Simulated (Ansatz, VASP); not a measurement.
## Two plane-wave programs on Ta2Si2O

The input INCAR:

```
SYSTEM = Ta2Si2O
  ALGO = Normal
  EDIFF = 1E-6
  EDIFFG = -0.04
  ENCUT = 600
  GGA = PE
  IBRION = 2
  ISIF = 3
  ISMEAR = 0
  LASPH = .TRUE.
  LCHARG = .FALSE.
  LREAL = .FALSE.
  LWAVE = .FALSE.
  NELM = 60
  NSW = 90
  PREC = Accurate
  SIGMA = 0.1
```

KPOINTS

```
k-points
0
G
  4 4 4
  0 0 0
```

POSCAR

```
Ta2Si2O
1.0
    4.0512877500      0.0000000000      0.0000000000
    0.0000000000      4.0512877500      0.0000000000
    0.0000000000      0.0000000000      4.9811027100
Ta Si O
2 2 1
Direct
    0.0000000000      0.0000000000      0.4170985300
    0.5000000000      0.5000000000      0.8901591100
    0.5000000000      0.0000000000      0.7300651900
    0.0000000000      0.5000000000      0.7300651900
    0.5000000000      0.5000000000      0.3783945400
```

Input for Ansatz:

```yaml
crystal:
  lattice:
    - [4.05128775, 0.0, 0.0]
    - [0.0, 4.05128775, 0.0]
    - [0.0, 0.0, 4.98110271]
  atoms:
    - { symbol: Ta, position: [0.0, 0.0, 0.41709853] }
    - { symbol: Ta, position: [0.5, 0.5, 0.89015911] }
    - { symbol: Si, position: [0.5, 0.0, 0.73006519] }
    - { symbol: Si, position: [0.0, 0.5, 0.73006519] }
    - { symbol: O, position: [0.5, 0.5, 0.37839454] }
basis:
  ecutwfc: 420
kpoints:
  mp_grid: { grid: [4, 4, 4] }
hamiltonian:
  xc: pbe
scf:
  occupations: { method: gaussian, width: 0.1 }
  lower_state_search: "off"
output:
  forces: true
  stress: true
  eigenvalues: true
relax:
  adjacent_minimum: "off"
  f_tol: 0.04
  max_steps: 70
  cell: { stress_tol: 0.4 }
```

Alike in both runs: task relaxation of cell and atoms; functional PBE; k mesh 4 × 4 × 4; occupations gaussian, width 0.1 eV; no spin polarisation.

|  | VASP | Ansatz |
| --- | --- | --- |
| version | VASP 6.6.1 | Ansatz 0.2.0 |
| potentials or method | VASP PAW PBE potentials, release 64 (Ta_pv, Si, O), cutoff 600 eV | scalar-relativistic, plane waves, PAW |
| valence electrons in the cell | 36 | 40 |

```tsv
	VASP	Ansatz	Ansatz less VASP
gap on the k mesh at the Fermi level, each at its own relaxed structure (eV)	none	none	-
relaxed volume (Å³/atom)	19.75	14.41	-5.340
relaxed length of the cell vector where the two differ most in proportion (Å)	3.827	6.468	+2.6408
```

A gap of «none» marks a metal or a gap that the smearing closes. One of these differences is far larger than is usual between the two programs; its cause wasn't traced. VASP's potentials hold 36 valence electrons a cell and Ansatz's 40, so a difference there can come from the potentials and not from the codes.

The k mesh is coarse, so the values compare programs but aren't converged. Spin-orbit coupling is off throughout. Noted on VASP's run: the volume moved by over 15 % at a fixed basis, so the end points are rough.
